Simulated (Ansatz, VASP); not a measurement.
# Hf in VASP and in Ansatz

INCAR

```
PREC     = Accurate       # precision mode
ENCUT    = 520            # plane-wave cutoff, eV
EDIFF    = 1E-7           # SCF threshold, eV
ISMEAR   = -1             # smearing method
SIGMA    = 0.1            # smearing width, eV
LREAL    = False          # projectors in reciprocal space
LASPH    = True           # aspherical terms in the spheres
NELM     = 80             # most SCF steps
ALGO     = Normal         # electronic algorithm
ISIF     = 2              # what is computed and relaxed
LWAVE    = False          # write WAVECAR
LCHARG   = True           # write CHGCAR
GGA      = PS             # functional
LELF     = True           # ELF
LVHAR    = True         
NBANDS   = 17             # bands
```

KPOINTS

```
Automatic mesh
0
Gamma
  13 13 7
```

Contents of POSCAR:

```
Hf
1.0
    1.5790051092     -2.7349170745      0.0000000000
    1.5790051092      2.7349170745      0.0000000000
    0.0000000000      0.0000000000      5.0045015171
Hf
2
Direct
    0.6666666670      0.3333333330      0.2500000000
    0.3333333330      0.6666666670      0.7500000000
```

Input for Ansatz:

```yaml
crystal:
  lattice:
    - [1.5790051092, -2.7349170745, 0.0]
    - [1.5790051092, 2.7349170745, 0.0]
    - [0.0, 0.0, 5.0045015171]
  atoms:
    - { symbol: Hf, position: [0.666666667, 0.333333333, 0.25] }
    - { symbol: Hf, position: [0.333333333, 0.666666667, 0.75] }
kpoints:
  mp_grid: { grid: [13, 13, 7] }
scf:
  occupations: { method: fermi_dirac, width: 0.1 }
hamiltonian:
  xc: pbesol
  pseudopotentials: { kind: all_electron, lapw: { basis_error: 0.001 } }
output:
  forces: true
  stress: true
  eigenvalues: true
```

Alike in both runs: task single point; functional PBEsol; k mesh 13 × 13 × 7; occupations fermi-dirac, width 0.1 eV; no spin polarisation.

```csv
,VASP,Ansatz
version,VASP 6.6.1,Ansatz 0.2.0
potentials or method,"VASP PAW PBE potentials, release 64 (Hf_pv), cutoff 520 eV","all-electron LAPW, scalar-relativistic"
```

|  | VASP | Ansatz | Ansatz less VASP |
| --- | --- | --- | --- |
| pressure (GPa) | -0.4 | 0.1 | +0.41 |
| traceless stress, the component that is largest in VASP (GPa) | -0.06 | 0.01 | +0.070 |

VASP's potentials were made for PBE, not for PBEsol. Ansatz ran all-electron here, and VASP with PAW potentials.

Spin-orbit coupling is off throughout.
